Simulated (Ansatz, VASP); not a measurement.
## CaAl2Ge2: VASP beside Ansatz

File INCAR:

```
SYSTEM = CaAl2Ge2
ALGO = Normal
EDIFF = 1E-6
ENCUT = 520
GGA = CA
ISIF = 2
ISMEAR = -1
LASPH = .TRUE.
LCHARG = .FALSE.
LREAL = .FALSE.
LWAVE = .FALSE.
NBANDS = 30
NELM = 100
PREC = Accurate
SIGMA = 0.1
```

Contents of KPOINTS:

```
k-points
0
G
  6 6 4
  0 0 0
```

The input POSCAR:

```
CaAl2Ge2
1.0
    4.2104131354      0.0000000000      0.0000000000
   -2.1052065677      3.6463292893      0.0000000000
    0.0000000000      0.0000000000      7.2360142601
Ca Al Ge
1 2 2
Direct
    0.0000000000      0.0000000000      0.0000000000
    0.3333333333      0.6666666667      0.6293000000
    0.6666666667      0.3333333333      0.3707000000
    0.3333333333      0.6666666667      0.2621700000
    0.6666666667      0.3333333333      0.7378300000
```

Input for Ansatz:

```yaml
crystal:
  lattice:
    - [4.210413135371641, 0.0, 0.0]
    - [-2.1052065676858205, 3.6463292893228805, 0.0]
    - [0.0, 0.0, 7.236014260068885]
  atoms:
    - { symbol: Ca, position: [0.0, 0.0, 0.0] }
    - { symbol: Al, position: [0.3333333333333333, 0.6666666666666666, 0.6293] }
    - { symbol: Al, position: [0.6666666666666666, 0.3333333333333333, 0.3707] }
    - { symbol: Ge, position: [0.3333333333333333, 0.6666666666666666, 0.26217] }
    - { symbol: Ge, position: [0.6666666666666666, 0.3333333333333333, 0.73783] }
basis:
  ecutwfc: 500.0
kpoints:
  mp_grid:
    grid: [6, 6, 4]
hamiltonian:
  xc: lda
scf:
  occupations:
    method: fermi_dirac
    width: 0.1
output:
  stress: true
```

Alike in both runs: task single point; functional LDA; k mesh 6 × 6 × 4; occupations fermi-dirac, width 0.1 eV; no spin polarisation.

|  | VASP | Ansatz |
| --- | --- | --- |
| version | VASP 6.6.1 | Ansatz 0.2.0 |
| potentials or method | VASP PAW LDA potentials, release 64 (Ca_sv, Al, Ge_d), cutoff 520 eV | plane waves, PAW |
| valence electrons in the cell | 44 | 44 |

VASP gave:

```
pressure (GPa)                                                : -4.4
traceless stress, the component that is largest in VASP (GPa) : -0.67
```

Question: Estimate Ansatz's values.

Answer: Pressure (GPa): -4.5; traceless stress, the component that is largest in VASP (GPa): -0.67.

LDA's correlation is that of Perdew and Zunger in VASP and of Perdew and Wang (1992) in Ansatz. Ansatz's warnings: structure snapped to symmetry.
